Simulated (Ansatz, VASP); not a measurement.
Two plane-wave programs on Hg

File INCAR:

```
SYSTEM = Hg
  ALGO = Fast
  EDIFF = 1E-6
  ENCUT = 520
  GGA = PE
  ISIF = 2
  ISMEAR = 0
  LASPH = .TRUE.
  LCHARG = .TRUE.
  LELF = .TRUE.
  LREAL = .FALSE.
  LVHAR = .TRUE.
  LWAVE = .FALSE.
  NBANDS = 19
  NELM = 100
  PREC = Accurate
  SIGMA = 0.1
```

File KPOINTS:

```
k-points
0
G
  16 16 16
  0 0 0
```

POSCAR

```
Hg
1.0
   -2.8726825294      2.8726825294      1.5655075146
    2.8726825294     -2.8726825294      1.5655075146
    2.8726825294      2.8726825294     -1.5655075146
Hg
2
Direct
    0.7500000000      0.2500000000      0.5000000000
    0.0000000000      0.0000000000      0.0000000000
```

Input for Ansatz:

```yaml
crystal:
  lattice:
    - [-2.8726825294, 2.8726825294, 1.5655075146]
    - [2.8726825294, -2.8726825294, 1.5655075146]
    - [2.8726825294, 2.8726825294, -1.5655075146]
  atoms:
    - { symbol: Hg, position: [0.75, 0.25, 0.5] }
    - { symbol: Hg, position: [0.0, 0.0, 0.0] }
basis:
  ecutwfc: 420
kpoints:
  mp_grid: { grid: [16, 16, 16] }
hamiltonian:
  xc: pbe
scf:
  occupations: { method: gaussian, width: 0.1 }
output:
  forces: true
  stress: true
  eigenvalues: true
```

Alike in both runs: task single point; functional PBE; k mesh 16 × 16 × 16; occupations gaussian, width 0.1 eV; no spin polarisation.

|  | VASP | Ansatz |
| --- | --- | --- |
| version | VASP 6.6.1 | Ansatz 0.2.0 |
| potentials or method | VASP PAW PBE potentials, release 64 (Hg), cutoff 520 eV | scalar-relativistic, plane waves, PAW |
| valence electrons in the cell | 24 | 40 |

|  | VASP | Ansatz | Ansatz less VASP |
| --- | --- | --- | --- |
| gap on the k mesh at the Fermi level (eV) | none | none | - |
| pressure (GPa) | 3.4 | 3.0 | -0.32 |
| traceless stress, the component that is largest in VASP (GPa) | -0.87 | -0.82 | +0.050 |

A gap of «none» marks a metal or a gap that the smearing closes. The functional is the same, so the differences come from potentials, cutoffs and numerics. VASP's potentials hold 24 valence electrons a cell and Ansatz's 40, so a difference there can come from the potentials and not from the codes.

Neither program's run includes spin-orbit coupling.
